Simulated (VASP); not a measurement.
# Si6Ru (P4/mmm) in VASP: notebook, part 2 of 2

VASP 6.6.1. Earlier steps stand in the parts before.

## Step 3: Single point, PBE

This run uses another cell than the first one, of 16.04 Å³/atom, 0.998 times its volume.

Contents of INCAR:

```
  PREC = Accurate
  ENCUT = 520
  EDIFF = 1E-7
  ISMEAR = 0
  SIGMA = 0.1
  LREAL = F
  LASPH = T
  NELM = 80
  ALGO = Normal
  ISIF = 2
  LWAVE = F
  LCHARG = T
  GGA = PE
  LELF = T
  LVHAR = T
  NBANDS = 28
```

Contents of KPOINTS:

```
regular mesh
0
Gamma
  8 8 4
```

Contents of POSCAR:

```
Si6Ru
1.0
    3.8013714218      0.0000000000      0.0000000000
    0.0000000000      3.8013714218      0.0000000000
    0.0000000000      0.0000000000      7.7724065073
Si Ru
6 1
Direct
    0.0000000000      0.5000000000      0.5000000000
    0.5000000000      0.0000000000      0.5000000000
    0.0000000000      0.5000000000      0.8082291011
    0.5000000000      0.0000000000      0.8082291011
    0.0000000000      0.5000000000      0.1917708989
    0.5000000000      0.0000000000      0.1917708989
    0.0000000000      0.0000000000      0.0000000000
```

Potentials or basis: VASP PAW PBE potentials, release 64 (Si, Ru_pv).

Launch:

```console
> cat potpaw_PBE.64/Si/POTCAR potpaw_PBE.64/Ru_pv/POTCAR > POTCAR
> mpirun -np 1 vasp_std > vasp.out
```

OUTCAR:

```text
PREC = Accurate
   ENCUT = 520
   EDIFF = 1E-7
   ISMEAR = 0
   LREAL = F
   LASPH = T
   NELM = 80
   ISIF = 2
   GGA = PE

 ion  position               nearest neighbor table
   1  0.000  0.500  0.500-   3 2.40   5 2.40   2 2.69   2 2.69   2 2.69   2 2.69
   2  0.500  0.000  0.500-   4 2.40   6 2.40   1 2.69   1 2.69   1 2.69   1 2.69
   3  0.000  0.500  0.808-   1 2.40   7 2.42   7 2.42   4 2.69   4 2.69   4 2.69   4 2.69   5 2.98

   4  0.500  0.000  0.808-   2 2.40   7 2.42   7 2.42   3 2.69   3 2.69   3 2.69   3 2.69   6 2.98

   5  0.000  0.500  0.192-   1 2.40   7 2.42   7 2.42   6 2.69   6 2.69   6 2.69   6 2.69   3 2.98

   6  0.500  0.000  0.192-   2 2.40   7 2.42   7 2.42   5 2.69   5 2.69   5 2.69   5 2.69   4 2.98

   7  0.000  0.000  0.000-   3 2.42   4 2.42   5 2.42   6 2.42   3 2.42   5 2.42   4 2.42   6 2.42

  LATTYP: Found a simple tetragonal cell.
 ALAT       =     3.8013714218
 C/A-ratio  =     2.0446322248

  Lattice vectors:

 A1 = (   3.8013714218,   0.0000000000,   0.0000000000)
 A2 = (   0.0000000000,   3.8013714218,   0.0000000000)
 A3 = (   0.0000000000,   0.0000000000,   7.7724065073)

Analysis of symmetry for initial positions (statically):
=====================================================================
 Subroutine PRICEL returns:
 Original cell was already a primitive cell.

 Routine SETGRP: Setting up the symmetry group for a
 simple tetragonal supercell.

 Subroutine GETGRP returns: Found 16 space group operations
 (whereof 16 operations were pure point group operations)
 out of a pool of 16 trial point group operations.

The static configuration has the point symmetry D_4h.

Analysis of symmetry for dynamics (positions and initial velocities):
=====================================================================
 Subroutine PRICEL returns:
 Original cell was already a primitive cell.

[... 133 lines left out ...]
   EFERMI_NEDOS =   21; number of points for ismear=-14 and -15
   IALGO  =     38    algorithm
   IMIX   =      4    mixing-type and parameters
     AMIX     =   0.40;   BMIX     =  1.00
     AMIX_MAG =   1.60;   BMIX_MAG =  1.00
  volume/ion in A,a.u.               =      16.04       108.28
  Fermi-wavevector in a.u.,A,eV,Ry     =   1.140750  2.155706 17.705420  1.301312
  Thomas-Fermi vector in A             =   2.277452
   LORBIT       =      0    0 simple, 1 ext, 2 COOP (PROOUT), +10 PAW based schemes
   GGA     = PE    functional components
   LHFCALC =     F    Hartree Fock is set to
   AEXX    =    0.0000 exact exchange contribution
   IVDW    =     0    specifies the selected vdW correction
   LEPSILON=     F    determine dielectric tensor
   LRPA    =     F    only Hartree local field effects (RPA)
 non-spin polarized calculation
 Gauss-broadening in eV      SIGMA  =   0.10
  energy-cutoff  :      520.00
  volume of cell :      112.31
 maximum number of plane-waves:      3052
   NGX = 15   NGY = 15   NGZ = 29

 number of electron      38.0000007 magnetization

 Free energy of the ion-electron system (eV)
  ---------------------------------------------------
  ext. energy  EPLUGINS =         0.00000000
  ---------------------------------------------------
  free energy    TOTEN  =       -41.20868331 eV

  energy without entropy =      -41.19806595  energy(sigma->0) =      -41.20337463

 E-fermi :   8.7541     XC(G=0): -10.9053

 val. band max:        8.7395198131   @ k =   0.5000   0.0000   0.0000
 cond. band min:       8.7551518473   @ k =   0.3750   0.2500   0.2500
 fundamental gap:      0.0156320342
 Fermi energy:         8.7540977754

 k-point     1 :       0.0000    0.0000    0.0000
  band No.  band energies     occupation
      1     -34.1787      2.00000
      2     -33.9702      2.00000
      3     -33.9702      2.00000
      4      -4.0774      2.00000
      5      -2.0184      2.00000
      6      -1.2588      2.00000
[... 733 lines left out ...]
     27      13.4124      0.00000
     28      13.6873      0.00000

 [... further k-points ...]
[... 5 lines left out ...]
  --------------------------------------------------------------------------------------
  -------------------------------------------------------------------------------------
  Total       -0.0218637     -0.0218637     -0.0459654      0.0000000      0.0000000      0.0000000
  in kB       -0.3118880     -0.3118880     -0.6557006      0.0000000      0.0000000      0.0000000
  external PRESSURE =      -0.4264922 kB  Pullay stress =       0.0000000 kB

 VOLUME and BASIS-vectors are now :
 -----------------------------------------------------------------------------
  energy-cutoff  :      520.00
  volume of cell :      112.31
      direct lattice vectors                 reciprocal lattice vectors
     3.801371422  0.000000000  0.000000000     0.263062955  0.000000000  0.000000000
     0.000000000  3.801371422  0.000000000     0.000000000  0.263062955  0.000000000
     0.000000000  0.000000000  7.772406507     0.000000000  0.000000000  0.128660280

 POSITION                                       TOTAL-FORCE (eV/Angst)
 -----------------------------------------------------------------------------------
      0.00000      1.90069      3.88620         0.000000      0.000000      0.000000
      1.90069      0.00000      3.88620         0.000000      0.000000      0.000000
      0.00000      1.90069      6.28189         0.000000     -0.000000     -0.005859
      1.90069      0.00000      6.28189        -0.000000      0.000000     -0.005859
      0.00000      1.90069      1.49052         0.000000     -0.000000      0.005859
      1.90069      0.00000      1.49052         0.000000      0.000000      0.005859
      0.00000      0.00000      0.00000         0.000000      0.000000      0.000000
 -----------------------------------------------------------------------------------
    total drift:                               -0.000000      0.000000     -0.000000

  FREE ENERGIE OF THE ION-ELECTRON SYSTEM (eV)
  ---------------------------------------------------
  free  energy   TOTEN  =       -41.2086833120 eV

  energy  without entropy=      -41.1980659501  energy(sigma->0) =      -41.20337463
```

OSZICAR:

```text
N       E                     dE             d eps       ncg     rms          rms(c)
DAV:   1     0.149677905217E+03    0.14968E+03   -0.18182E+04  2872   0.120E+03
DAV:   2    -0.340775632589E+02   -0.18376E+03   -0.17745E+03  2888   0.243E+02
DAV:   3    -0.416580208074E+02   -0.75805E+01   -0.74281E+01  3264   0.423E+01
DAV:   4    -0.417624496787E+02   -0.10443E+00   -0.10416E+00  3084   0.525E+00
DAV:   5    -0.417644589529E+02   -0.20093E-02   -0.20090E-02  3176   0.747E-01    0.178E+01
DAV:   6    -0.414392968379E+02    0.32516E+00   -0.22278E+00  2972   0.109E+01    0.655E+00
DAV:   7    -0.414979844173E+02   -0.58688E-01   -0.23614E+00  3116   0.121E+01    0.670E+00
DAV:   8    -0.412065947346E+02    0.29139E+00   -0.10637E+00  3044   0.745E+00    0.135E+00
DAV:   9    -0.412089304442E+02   -0.23357E-02   -0.63531E-02  2948   0.128E+00    0.413E-01
DAV:  10    -0.412085404189E+02    0.39003E-03   -0.35052E-03  3052   0.365E-01    0.229E-01
DAV:  11    -0.412086909433E+02   -0.15052E-03   -0.94649E-04  2884   0.168E-01    0.905E-02
DAV:  12    -0.412086784557E+02    0.12488E-04   -0.18437E-04  2912   0.958E-02    0.243E-02
DAV:  13    -0.412086833052E+02   -0.48495E-05   -0.11967E-05  2984   0.188E-02    0.403E-03
DAV:  14    -0.412086834758E+02   -0.17066E-06   -0.82715E-07  3512   0.422E-03    0.161E-03
DAV:  15    -0.412086833414E+02    0.13437E-06   -0.21596E-07  2596   0.263E-03    0.635E-04
DAV:  16    -0.412086833120E+02    0.29455E-07   -0.18813E-08  1668   0.875E-04
   1 F= -.41208683E+02 E0= -.41203375E+02  d E =-.106174E-01
```

It took 2.9 min on 1 thread of Intel Xeon Platinum 8259CL at 2.50GHz (Skylake/Cascade Lake), shared host; peak memory 0.26 GiB.

What came out:

```yaml
Free_energy: -41.2087 eV
Pressure: 0.0 GPa
Largest_force: 0.006 eV/Å
Band_gap_on_the_k_mesh: zero (band 19 reaches 9.67 eV, above the bottom of band 20 at 7.43 eV)
```

Forces on the atoms (eV/Å):
```
Si   0.000  0.000  0.000
Si   0.000  0.000  0.000
Si   0.000  0.000 -0.006
Si   0.000  0.000 -0.006
Si   0.000  0.000  0.006
Si   0.000  0.000  0.006
Ru   0.000  0.000  0.000
```

## Step 4: Single point, PBE

This run uses another cell than the first one, of 16.04 Å³/atom, 0.998 times its volume.

Contents of INCAR:

```
PREC = Accurate
ENCUT = 520
EDIFF = 1E-6
ISMEAR = 0
SIGMA = 0.2
LREAL = F
LASPH = T
NELM = 60
ALGO = Normal
ISIF = 2
LWAVE = F
LCHARG = F
GGA = PE
NBANDS = 28
```

Contents of KPOINTS:

```
regular mesh
0
Gamma
  6 6 4
```

POSCAR is that of step 3.

Potentials or basis: VASP PAW PBE potentials, release 64 (Si, Ru_pv).

Launch:

```console
> cat potpaw_PBE.64/Si/POTCAR potpaw_PBE.64/Ru_pv/POTCAR > POTCAR
> mpirun -np 1 vasp_std > vasp.out
```

OUTCAR:

```text
PREC = Accurate
   ENCUT = 520
   EDIFF = 1E-6
   ISMEAR = 0
   LREAL = F
   LASPH = T
   NELM = 60
   ISIF = 2
   GGA = PE

 ion  position               nearest neighbor table
   1  0.000  0.500  0.500-   3 2.40   5 2.40   2 2.69   2 2.69   2 2.69   2 2.69
   2  0.500  0.000  0.500-   4 2.40   6 2.40   1 2.69   1 2.69   1 2.69   1 2.69
   3  0.000  0.500  0.808-   1 2.40   7 2.42   7 2.42   4 2.69   4 2.69   4 2.69   4 2.69   5 2.98

   4  0.500  0.000  0.808-   2 2.40   7 2.42   7 2.42   3 2.69   3 2.69   3 2.69   3 2.69   6 2.98

   5  0.000  0.500  0.192-   1 2.40   7 2.42   7 2.42   6 2.69   6 2.69   6 2.69   6 2.69   3 2.98

   6  0.500  0.000  0.192-   2 2.40   7 2.42   7 2.42   5 2.69   5 2.69   5 2.69   5 2.69   4 2.98

   7  0.000  0.000  0.000-   3 2.42   4 2.42   5 2.42   6 2.42   3 2.42   5 2.42   4 2.42   6 2.42

  LATTYP: Found a simple tetragonal cell.
 ALAT       =     3.8013714218
 C/A-ratio  =     2.0446322248

  Lattice vectors:

 A1 = (   3.8013714218,   0.0000000000,   0.0000000000)
 A2 = (   0.0000000000,   3.8013714218,   0.0000000000)
 A3 = (   0.0000000000,   0.0000000000,   7.7724065073)

Analysis of symmetry for initial positions (statically):
[... 184 lines left out ...]

 val. band max:        8.6441839125   @ k =   0.1667   0.1667   0.2500
 cond. band min:       8.6997752342   @ k =   0.5000   0.1667   0.0000
 fundamental gap:      0.0555913216
 Fermi energy:         8.6842332620

 k-point     1 :       0.0000    0.0000    0.0000
  band No.  band energies     occupation
      1     -34.2238      2.00000
      2     -34.0047      2.00000
      3     -34.0047      2.00000
      4      -4.0747      2.00000
      5      -2.0252      2.00000
      6      -1.2504      2.00000
[... 733 lines left out ...]
     27      13.8248      0.00000
     28      13.9244      0.00000

 [... further k-points ...]
[... 5 lines left out ...]
  --------------------------------------------------------------------------------------
  -------------------------------------------------------------------------------------
  Total        0.1547344      0.1547344     -0.2915282      0.0000000      0.0000000      0.0000000
  in kB        2.2073002      2.2073002     -4.1586750      0.0000000      0.0000000      0.0000000
  external PRESSURE =       0.0853085 kB  Pullay stress =       0.0000000 kB

 VOLUME and BASIS-vectors are now :
 -----------------------------------------------------------------------------
  energy-cutoff  :      520.00
  volume of cell :      112.31
      direct lattice vectors                 reciprocal lattice vectors
     3.801371422  0.000000000  0.000000000     0.263062955  0.000000000  0.000000000
     0.000000000  3.801371422  0.000000000     0.000000000  0.263062955  0.000000000
     0.000000000  0.000000000  7.772406507     0.000000000  0.000000000  0.128660280

 POSITION                                       TOTAL-FORCE (eV/Angst)
 -----------------------------------------------------------------------------------
      0.00000      1.90069      3.88620         0.000000     -0.000000     -0.000000
      1.90069      0.00000      3.88620         0.000000     -0.000000     -0.000000
      0.00000      1.90069      6.28189        -0.000000      0.000000     -0.030000
      1.90069      0.00000      6.28189         0.000000     -0.000000     -0.030000
      0.00000      1.90069      1.49052         0.000000      0.000000      0.030000
      1.90069      0.00000      1.49052        -0.000000     -0.000000      0.030000
      0.00000      0.00000      0.00000         0.000000     -0.000000     -0.000000
 -----------------------------------------------------------------------------------
    total drift:                               -0.000000      0.000000     -0.000000

  FREE ENERGIE OF THE ION-ELECTRON SYSTEM (eV)
  ---------------------------------------------------
  free  energy   TOTEN  =       -41.2348439567 eV

  energy  without entropy=      -41.1882878112  energy(sigma->0) =      -41.21156588
```

Wall time 1.8 min (1 thread of Intel Xeon Platinum 8259CL at 2.50GHz (Skylake/Cascade Lake), shared host); peak memory 0.24 GiB.

What came out:

```
Free energy            : -41.2348 eV
Pressure               : 0.0 GPa
Largest force          : 0.030 eV/Å
Band gap on the k mesh : zero (band 19 reaches 9.53 eV, above the bottom of band 20 at 7.40 eV)
```

Forces in eV/Å, atoms in the order of the input:
```
Si   0.000  0.000  0.000
Si   0.000  0.000  0.000
Si   0.000  0.000 -0.030
Si   0.000  0.000 -0.030
Si   0.000  0.000  0.030
Si   0.000  0.000  0.030
Ru   0.000  0.000  0.000
```

Levels at points of the mesh, in eV from the Fermi level:
```tsv
k point	band 17	band 18	band 19	band 20	band 21	band 22
(0.00, 0.00, 0.00)	-0.76	-0.62	-0.62	0.99	0.99	2.40
(0.50, 0.00, 0.00)	-0.50	-0.15	0.07	0.32	0.59	0.67
(0.50, 0.50, 0.00)	-3.22	-2.25	-1.29	-0.08	0.94	0.94
(0.00, 0.00, 0.50)	-1.88	-1.88	0.85	1.35	1.89	2.53
(0.50, 0.00, 0.50)	-0.47	-0.37	0.30	0.37	0.50	0.91
(0.50, 0.50, 0.50)	-2.41	-2.25	-1.36	-1.29	0.20	0.20
```

## Step 5: Relaxation of cell and atoms, PBE

This run uses another cell than the first one, of 18.48 Å³/atom, 1.149 times its volume.

Contents of INCAR:

```
PREC     = Accurate       # precision mode
ENCUT    = 600            # plane-wave cutoff, eV
EDIFF    = 1E-6           # SCF threshold, eV
ISMEAR   = 0              # smearing method
SIGMA    = 0.2            # smearing width, eV
LREAL    = F              # projectors in reciprocal space
LASPH    = T              # aspherical terms in the spheres
NELM     = 80             # most SCF steps
ALGO     = Normal         # electronic algorithm
ISIF     = 3              # what is computed and relaxed
LWAVE    = F              # write WAVECAR
LCHARG   = F              # write CHGCAR
GGA      = PE             # functional
IBRION   = 2              # ionic algorithm
NSW      = 36             # ionic steps
EDIFFG   = -0.08          # ionic threshold
```

Contents of KPOINTS:

```
Automatic mesh
0
Gamma
  4 4 2
```

Contents of POSCAR:

```
Si6Ru
1.0
    3.9956425200      0.0000000000      0.0000000000
    0.0000000000      3.9956425200      0.0000000000
    0.0000000000      0.0000000000      8.1026663100
Si Ru
6 1
Direct
    0.0000000000      0.5000000000      0.5000000000
    0.5000000000      0.0000000000      0.5000000000
    0.0000000000      0.5000000000      0.8514840500
    0.5000000000      0.0000000000      0.8514840500
    0.0000000000      0.5000000000      0.1485159500
    0.5000000000      0.0000000000      0.1485159500
    0.0000000000      0.0000000000      0.0000000000
```

Launch:

```console
> cat potpaw_PBE.64/Si/POTCAR potpaw_PBE.64/Ru_pv/POTCAR > POTCAR
> mpirun -np 1 vasp_std > vasp.out
```

Run time: 7.3 min. Hardware: 1 thread of Intel Xeon Platinum 8259CL at 2.50GHz (Skylake/Cascade Lake), shared host; peak memory 0.28 GiB.

The run converged. Its results:

```yaml
Free_energy: -41.2009 eV
Relaxed_volume: 16.06 Å³/atom
Relaxed_cell: a = 3.776 Å, b = 3.776 Å, c = 7.881 Å, α = 90.00°, β = 90.00°, γ = 90.00°
Space_group_after_relaxing_to_0.05_Å: P4/mmm (No. 123)
Energy_gained_by_relaxing: 325.2 meV/atom
Ionic_steps: 10
Pressure_after_relaxing: -0.4 GPa
Largest_force_after_relaxing: 0.015 eV/Å
Band_gap_on_the_k_mesh: zero (band 19 reaches 9.52 eV, above the bottom of band 20 at 7.55 eV)
```

Forces on the atoms (eV/Å):
```
Si   0.000  0.000  0.000
Si   0.000  0.000  0.000
Si   0.000  0.000 -0.015
Si   0.000  0.000 -0.015
Si   0.000  0.000  0.015
Si   0.000  0.000  0.015
Ru   0.000  0.000  0.000
```

Stress tensor (GPa, compression positive):
```
-0.19  0.00  0.00
 0.00 -0.19  0.00
 0.00  0.00 -0.77
```

Step by step:
```tsv
step	energy change (eV)	largest force (eV/Å)	pressure (GPa)	volume (Å³)
1	0.0000	3.2915	1.63	129.36
2	-1.1650	0.8996	-8.49	132.90
3	-1.2236	0.3663	-10.91	134.15
4	-2.1345	0.0407	-5.45	119.27
5	-2.2255	0.3260	-1.13	113.75
6	-2.2267	0.2731	-1.77	114.43
7	-2.2703	0.0990	-0.19	112.78
8	-2.2707	0.1363	-0.04	112.63
9	-2.2742	0.0992	-0.13	112.56
10	-2.2767	0.0153	-0.38	112.39
```

Final structure:
```
Si Ru
1.0
     3.77622    0.00000    0.00000
     0.00000    3.77622    0.00000
     0.00000    0.00000    7.88149
Si Ru
6 1
Direct
  0.00000 0.50000 0.50000
  0.50000 0.00000 0.50000
  0.00000 0.50000 0.80773
  0.50000 0.00000 0.80773
  0.00000 0.50000 0.19227
  0.50000 0.00000 0.19227
  0.00000 0.00000 0.00000
```

Levels at points of the mesh, in eV from the Fermi level:
```
           k point  band 17  band 18  band 19  band 20  band 21  band 22
(0.00, 0.00, 0.00)    -0.85    -0.57    -0.57     1.05     1.05     2.46
(0.50, 0.00, 0.00)    -0.53    -0.07     0.21     0.57     0.64     0.76
(0.50, 0.50, 0.00)    -3.13    -2.00    -1.05    -0.11     0.92     0.92
(0.00, 0.00, 0.50)    -1.78    -1.74     0.91     1.12     1.97     2.49
(0.50, 0.00, 0.50)    -0.32    -0.23     0.43     0.58     0.71     1.12
(0.50, 0.50, 0.50)    -2.53    -2.00    -1.31    -1.05     0.15     0.15
```

Caveat: the k points lie up to 0.42 Å⁻¹ apart in the final cell; the relaxation stopped at a loose force limit of 0.08 eV/Å, so its end isn't a converged minimum.

## Step 6: The runs side by side

```tsv
task	cell	k mesh	cutoff (eV)	smearing	gap on the mesh (eV)	pressure (GPa)	largest force (eV/Å)
single point	a = 3.785, b = 3.785, c = 7.859 Å, 7 atoms	4 × 4 × 2	520	gaussian 0.2 eV	none	-0.5	-
single point	a = 3.801, b = 3.801, c = 7.772 Å, 7 atoms	8 × 8 × 4	520	gaussian 0.1 eV	none	0.0	0.01
single point	a = 3.801, b = 3.801, c = 7.772 Å, 7 atoms	6 × 6 × 4	520	gaussian 0.2 eV	none	0.0	0.03
relaxation of cell and atoms	relaxed from a = 3.996, b = 3.996, c = 8.103 Å, 7 atoms	4 × 4 × 2	600	gaussian 0.2 eV	none	-0.4	0.02
```

Alike in all rows: level PBE; potentials or basis VASP PAW PBE potentials, release 64 (Si, Ru_pv); no spin polarisation.

Caveats: some runs use coarse meshes; the relaxation stopped at a loose force limit of 0.08 eV/Å, so its end isn't a converged minimum (some runs).

Total energies depend on the potentials used, so only differences within one code and one set of settings carry meaning.
